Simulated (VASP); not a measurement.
NaF, 2 atoms in the cell. Symmetry: Pm-3m, No. 221, cubic system. The conventional cell has a = 2.793 Å, b = 2.793 Å, c = 2.793 Å, α = 90.00°, β = 90.00°, γ = 90.00°. Within 3.2 Å of Na (site symmetry m-3m) lie 8 F at 2.42 Å and 6 Na at 2.79 Å. Within 3.2 Å of F (site symmetry m-3m) lie 8 Na at 2.42 Å and 6 F at 2.79 Å. 

| Item | Value |
| --- | --- |
| Program | VASP 6.6.1 |
| Task | single point |
| Functional | r2SCAN |
| Potentials or basis | VASP PAW PBE potentials, release 64 (Na_pv, F) |
| Cutoff | 520 eV |
| k mesh | 8 × 8 × 8 |
| Occupations | fermi-dirac, width 0.02 eV |
| Spin | no spin polarisation |
| Dipole correction | no |
| Further INCAR settings | ALGO = Normal; EDIFF = 1e-06; NBANDS = 14 |

Potentials or basis: VASP PAW PBE potentials, release 64 (Na_pv, F).

Command:

```sh
$ cat potpaw_PBE.64/Na_pv/POTCAR potpaw_PBE.64/F/POTCAR > POTCAR
$ cp INCAR.step1 INCAR
$ mpirun -np 1 vasp_std > vasp.out
$ cp INCAR.step2 INCAR
$ mpirun -np 1 vasp_std > vasp.out
```

Hardware: 1 thread of Intel Xeon 8259CL (shared host).

Task: Estimate the wall time of this run.

Result: Wall time 40 s on 1 thread of Intel Xeon 8259CL, with other jobs on the host, peak memory 0.14 GiB. Counts: k points 35.
